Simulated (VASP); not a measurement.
# HfB2 (P-1) in VASP: further runs

The runs below take HfB2 through single point, with PBEsol.

All numbers are computed with VASP 6.6.1; they aren't measurements. Logs are shortened: lines on timing, memory, paths and dates and some standing lists are left out, and cuts for length are marked.

## Step 1: The cell of the first run

The typed cell holds 3 atoms: a = 3.140 Å, b = 3.154 Å, c = 3.480 Å, α = 90.21°, β = 90.57°, γ = 120.43°.

## Step 2: Single point, PBEsol (equal xy, yz and zx shear strains of -1 %)

File INCAR:

```
PREC     = Accurate       # precision mode
ENCUT    = 520            # plane-wave cutoff, eV
EDIFF    = 1E-7           # SCF threshold, eV
ISMEAR   = -1             # smearing method
SIGMA    = 0.03           # smearing width, eV
LREAL    = False          # projectors in reciprocal space
LASPH    = True           # aspherical terms in the spheres
NELM     = 100            # most SCF steps
ALGO     = Normal         # electronic algorithm
ISIF     = 2              # what is computed and relaxed
LWAVE    = False          # write WAVECAR
LCHARG   = False          # write CHGCAR
GGA      = PS             # functional
NBANDS   = 15             # bands
```

File KPOINTS:

```
regular mesh
0
Gamma
  15 15 12
```

File POSCAR:

```
HfB2
1.0
    3.1400001005     -0.0157000005     -0.0157000005
   -1.5835966496      2.7271698552     -0.0057465990
   -0.0174000000     -0.0174000000      3.4800000000
Hf B
1 2
Direct
    0.0000000000      0.0000000000      0.0000000000
    0.3333333333      0.6666666667      0.5000000000
    0.6666666667      0.3333333333      0.5000000000
```

Potentials or basis: VASP PAW PBE potentials, release 64 (Hf_pv, B).

Command:

```sh
$ cat potpaw_PBE.64/Hf_pv/POTCAR potpaw_PBE.64/B/POTCAR > POTCAR
$ mpirun -np 1 vasp_std > vasp.out
```

OUTCAR:

```text
PREC = Accurate
   ENCUT = 520
   EDIFF = 1E-7
   ISMEAR = -1
   LREAL = False
   LASPH = True
   NELM = 100
   ISIF = 2
   GGA = PS

 ion  position               nearest neighbor table
   1  0.000  0.000  0.000-   3 2.49   2 2.49   3 2.50   2 2.50   2 2.51   3 2.51   2 2.52   3 2.52
                             2 2.52   3 2.52   3 2.53   2 2.53
   2  0.333  0.667  0.500-   3 1.81   3 1.81   3 1.82   1 2.49   1 2.50   1 2.51   1 2.52   1 2.52
                             1 2.53
   3  0.667  0.333  0.500-   2 1.81   2 1.81   2 1.82   1 2.49   1 2.50   1 2.51   1 2.52   1 2.52
                             1 2.53

  LATTYP: Found a triclinic cell.
 ALAT       =     3.1264869153
 B/A-ratio  =     1.7320508076
 C/A-ratio  =     2.3076007345
 COS(alpha) =     0.0022408348
 COS(beta)  =     0.4437274568
 COS(gamma) =     0.8635100504

  Lattice vectors:

 A1 = (   1.5564034509,   2.7114698547,  -0.0214465995)
 A2 = (   4.6964035514,   2.6957698542,  -0.0371466000)
 A3 = (  -3.1497932992,   5.4717397104,  -3.4914931980)

Analysis of symmetry for initial positions (statically):
=====================================================================
 Subroutine PRICEL returns:
 Original cell was already a primitive cell.

 Routine SETGRP: Setting up the symmetry group for a
 triclinic supercell.

 Subroutine GETGRP returns: Found  2 space group operations
 (whereof  2 operations were pure point group operations)
 out of a pool of  2 trial point group operations.

The static configuration has the point symmetry S_2 .

Analysis of symmetry for dynamics (positions and initial velocities):
=====================================================================
 Subroutine PRICEL returns:
 Original cell was already a primitive cell.

 Routine SETGRP: Setting up the symmetry group for a
 triclinic supercell.

 Subroutine GETGRP returns: Found  2 space group operations
 (whereof  2 operations were pure point group operations)
 out of a pool of  2 trial point group operations.

The dynamic configuration has the point symmetry S_2 .

 Subroutine INISYM returns: Found  2 space group operations
 (whereof  2 operations are pure point group operations),
 and found     1 'primitive' translations

----------------------------------------------------------------------------------------

                                     Primitive cell
[... 95 lines left out ...]
   EDIFFG = 0.1E-05   stopping-criterion for IOM
   NSW    =      0    number of steps for IOM
   IBRION =     -1    ionic relax: 0-MD 1-quasi-New 2-CG
   NFREE  =      0    steps in history (QN), initial steepest desc. (CG)
   ISIF   =      2    stress and relaxation
   ISYM   =      2    0-nonsym 1-usesym 2-fastsym
   POTIM  = 0.5000    time-step for ionic-motion
   TEBEG  =    0.0;   TEEND  =   0.0 temperature during run
   PSTRESS=    0.0 pullay stress
   NELECT =      16.0000    total number of electrons
   NUPDOWN=      -1.0000    fix difference up-down
   EMIN   =  10.00;   EMAX   =-10.00  energy-range for DOS
   EFERMI =   0.00;   METHOD = LEGACY
   ISMEAR =    -1;   SIGMA  =   0.03  broadening in eV -4-tet -1-fermi 0-gaus
   EFERMI_NEDOS =   21; number of points for ismear=-14 and -15
   IALGO  =     38    algorithm
   IMIX   =      4    mixing-type and parameters
     AMIX     =   0.40;   BMIX     =  1.00
     AMIX_MAG =   1.60;   BMIX_MAG =  1.00
  volume/ion in A,a.u.               =       9.90        66.84
  Fermi-wavevector in a.u.,A,eV,Ry     =   1.331893  2.516913 24.135903  1.773939
  Thomas-Fermi vector in A             =   2.460869
   LORBIT       =      0    0 simple, 1 ext, 2 COOP (PROOUT), +10 PAW based schemes
   GGA     = PS    functional components
   LHFCALC =     F    Hartree Fock is set to
   AEXX    =    0.0000 exact exchange contribution
   IVDW    =     0    specifies the selected vdW correction
   LEPSILON=     F    determine dielectric tensor
   LRPA    =     F    only Hartree local field effects (RPA)
 non-spin polarized calculation
  energy-cutoff  :      520.00
  volume of cell :       29.71
 maximum number of plane-waves:       816
   NGX = 11   NGY = 11   NGZ = 13

 number of electron      15.9999998 magnetization

 Free energy of the ion-electron system (eV)
  ---------------------------------------------------
  ext. energy  EPLUGINS =         0.00000000
  ---------------------------------------------------
  free energy    TOTEN  =       -27.85109258 eV

  energy without entropy =      -27.85038894  energy(sigma->0) =      -27.85074076

 E-fermi :   7.5635     XC(G=0): -12.6817

 val. band max:        7.5617036541   @ k =   0.4667   0.4000   0.0000
 cond. band min:       7.5732569459   @ k =   0.1333   0.1333   0.2500
 fundamental gap:      0.0115532917
 Fermi energy:         7.5634892613

 k-point     1 :       0.0000    0.0000    0.0000
  band No.  band energies     occupation
      1     -23.0269      2.00000
      2     -22.5276      2.00000
      3     -22.5084      2.00000
      4      -6.1731      2.00000
      5       4.5042      2.00000
      6       4.6142      2.00000
      7       4.7193      2.00000
      8       4.8036      2.00000
      9      11.4985      0.00000
     10      11.5431      0.00000
     11      12.1892      0.00000
     12      12.2694      0.00000
     13      12.4317      0.00000
     14      12.5638      0.00000
[... 401 lines left out ...]
      2     -22.6532      2.00000
      3     -22.5477      2.00000
      4      -5.7931      2.00000
      5       3.6773      2.00000
      6       4.4864      2.00000
      7       4.6336      2.00000
      8       4.8762      2.00000
      9      10.3775      0.00000
     10      11.2443      0.00000
     11      11.3083      0.00000
     12      11.9017      0.00000
     13      13.4031      0.00000
     14      14.1056      0.00000
     15      14.5432      0.00000

 [... further k-points ...]
[... 5 lines left out ...]
  --------------------------------------------------------------------------------------
  -------------------------------------------------------------------------------------
  Total       -0.7433744     -0.7466680     -0.9494039      0.5050382      0.4988677      0.4990899
  in kB      -40.0849776    -40.2625808    -51.1947100     27.2331748     26.9004461     26.9124268
  external PRESSURE =     -43.8474228 kB  Pullay stress =       0.0000000 kB

 VOLUME and BASIS-vectors are now :
 -----------------------------------------------------------------------------
  energy-cutoff  :      520.00
  volume of cell :       29.71
      direct lattice vectors                 reciprocal lattice vectors
     3.140000101 -0.015700000 -0.015700000     0.319411346  0.185479186  0.002524453
    -1.583596650  2.727169855 -0.005746599     0.001848028  0.367757493  0.001848028
    -0.017400000 -0.017400000  3.480000000     0.001444074  0.001444074  0.287370763

 POSITION                                       TOTAL-FORCE (eV/Angst)
 -----------------------------------------------------------------------------------
      0.00000      0.00000      0.00000         0.000000      0.000000     -0.000000
     -0.01776      1.80418      1.73094        -0.007839      0.001014     -0.001778
      1.55677      0.88989      1.72762         0.007839     -0.001014      0.001778
 -----------------------------------------------------------------------------------
    total drift:                               -0.000000      0.000000      0.000000

  FREE ENERGIE OF THE ION-ELECTRON SYSTEM (eV)
  ---------------------------------------------------
  free  energy   TOTEN  =       -27.8510925806 eV

  energy  without entropy=      -27.8503889419  energy(sigma->0) =      -27.85074076
```

stdout:

```text
POSCAR found type information on POSCAR HfB
 POSCAR found :  2 types and       3 ions
 scaLAPACK will be used
 -----------------------------------------------------------------------------
|                                                                             |
|                                                                             |
|     You enforced a specific xc type in the INCAR file but a different       |
|     I HOPE YOU KNOW WHAT YOU ARE DOING!                                     |
|                                                                             |
 -----------------------------------------------------------------------------

 LDA part: xc-table for (Slater+PW92), standard interpolation
 POSCAR, INCAR and KPOINTS ok, starting setup
 FFT: planning ... GRIDC
 FFT: planning ... GRID_SOFT
 FFT: planning ... GRID
 WAVECAR not read
 entering main loop
```

Run time: 2.5 min. Hardware: 1 thread of Intel Xeon 6975P-C (Granite Rapids), shared host; peak memory 0.65 GiB.

Results:

```
Free energy            : -27.8511 eV
Pressure               : -4.4 GPa
Largest force          : 0.008 eV/Å
Band gap on the k mesh : zero (bands 8 and 9 overlap by 1.03 eV)
```

Forces on the atoms (eV/Å):
```
Hf   0.000  0.000  0.000
B   -0.008  0.001 -0.002
B    0.008 -0.001  0.002
```

Caveat: the cell differs from its parent crystal (equal xy, yz and zx shear strains of -1 %); the cell stands under tension; the PAW data sets were made with another functional, which shifts forces and pressure a little; spin-orbit coupling is left out, which moves the levels of the heavy elements.

## Step 3: Single point, PBEsol (equal xy, yz and zx shear strains of +1 %)

File INCAR:

```
  PREC = Accurate
  ENCUT = 520
  EDIFF = 1E-6
  ISMEAR = -1
  SIGMA = 0.03
  LREAL = False
  LASPH = True
  NELM = 60
  ALGO = Normal
  ISIF = 2
  LWAVE = False
  LCHARG = True
  GGA = PS
  LELF = True
  LVHAR = True
  NBANDS = 15
```

File KPOINTS:

```
Automatic mesh
0
Gamma
  15 15 12
```

File POSCAR:

```
HfB2
1.0
    3.1400001005      0.0157000005      0.0157000005
   -1.5564034510      2.7114698546      0.0057465990
    0.0174000000      0.0174000000      3.4800000000
Hf B
1 2
Direct
    0.0000000000      0.0000000000      0.0000000000
    0.3333333333      0.6666666667      0.5000000000
    0.6666666667      0.3333333333      0.5000000000
```

Potentials or basis: VASP PAW PBE potentials, release 64 (Hf_pv, B).

Command:

```sh
$ cat potpaw_PBE.64/Hf_pv/POTCAR potpaw_PBE.64/B/POTCAR > POTCAR
$ mpirun -np 1 vasp_std > vasp.out
```

Run time: 2.5 min. Hardware: 1 thread of Intel Xeon 6975P-C (Granite Rapids), shared host; peak memory 0.66 GiB.

Results (log left out):

```
Free energy            : -27.8513 eV
Pressure               : -4.4 GPa
Largest force          : 0.005 eV/Å
Band gap on the k mesh : zero (bands 8 and 9 overlap by 1.01 eV)
```

Forces in eV/Å, atoms in the order of the input:
```
Hf   0.000  0.000  0.000
B    0.005  0.001 -0.002
B   -0.005 -0.001  0.002
```

Stress tensor (GPa, compression positive):
```
-4.01 -2.66 -2.63
-2.66 -4.03 -2.63
-2.63 -2.63 -5.12
```

Levels at points of the mesh, in eV from the Fermi level:
| k point | band 5 | band 6 | band 7 | band 8 | band 9 | band 10 | band 11 | band 12 |
| --- | --- | --- | --- | --- | --- | --- | --- | --- |
| (0.00, 0.00, 0.00) | -3.06 | -2.95 | -2.85 | -2.76 | 3.92 | 3.98 | 4.61 | 4.72 |
| (0.00, 0.00, 0.50) | -8.39 | -1.20 | -1.15 | 0.23 | 0.31 | 0.87 | 1.05 | 2.20 |

Caveat: the cell differs from its parent crystal (equal xy, yz and zx shear strains of +1 %); the cell stands under tension; the PAW data sets were made with another functional, which shifts forces and pressure a little; spin-orbit coupling is left out, which moves the levels of the heavy elements.
